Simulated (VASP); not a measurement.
A run of VASP 6.6.1 is set up as follows.

INCAR

```
ALGO = Fast
EDIFF = 1E-6
EDIFFG = -0.04
ENCUT = 600
GGA = PE
IBRION = 2
ISIF = 3
ISMEAR = 0
ISPIN = 2
LASPH = True
LCHARG = False
LMAXMIX = 4
LORBIT = 11
LREAL = False
LWAVE = False
MAGMOM = -0.48 0.72 0.72 0.72 0
NELM = 150
NSW = 90
PREC = Accurate
SIGMA = 0.1
```

KPOINTS

```
k-points
0
Gamma
  4 4 4
```

File POSCAR:

```
NbFe3Sn
1.0
    4.1285918738      0.0000000000      0.0000000000
    0.0000000000      4.1285918738      0.0000000000
    0.0000000000      0.0000000000      4.1285918738
Nb Fe Sn
1 3 1
Direct
    0.0000000000      0.0000000000      0.0000000000
    0.0000000000      0.5000000000      0.5000000000
    0.5000000000      0.0000000000      0.5000000000
    0.5000000000      0.5000000000      0.0000000000
    0.5000000000      0.5000000000      0.5000000000
```

Potentials or basis: VASP PAW PBE potentials, release 64 (Nb_sv, Fe, Sn_d).

Command:

```bash
$ cat potpaw_PBE.64/Nb_sv/POTCAR potpaw_PBE.64/Fe/POTCAR potpaw_PBE.64/Sn_d/POTCAR > POTCAR
$ mpirun -np 1 vasp_std > vasp.out
```

Problem. Predict the relaxed cell.

Solution. a = 4.658 Å, b = 4.658 Å, c = 4.658 Å, α = 90.00°, β = 90.00°, γ = 90.00°.

Problem. What does it give for the site moments?

Solution. Nb -1.77; Fe +2.59; Sn -0.10 μB.

Problem. Predict the relaxed volume.

Solution. 20.22 Å³/atom.

The path:
| step | energy change (eV) | largest force (eV/Å) | pressure (GPa) | volume (Å³) |
| --- | --- | --- | --- | --- |
| 1 | 0.0000 | 0.0000 | 54.44 | 70.37 |
| 2 | -1.4542 | 0.0000 | -7.92 | 131.18 |
| 3 | -3.7498 | 0.0000 | 4.50 | 95.37 |
| 4 | -3.7845 | 0.0000 | -2.74 | 105.06 |
| 5 | -3.9119 | 0.0000 | -0.01 | 101.09 |

Caveat: the k points lie up to 0.34 Å⁻¹ apart in the final cell; the volume moved by over 15 % at a fixed basis, so the end points are rough; the highest band is partly filled, so the run has too few bands.
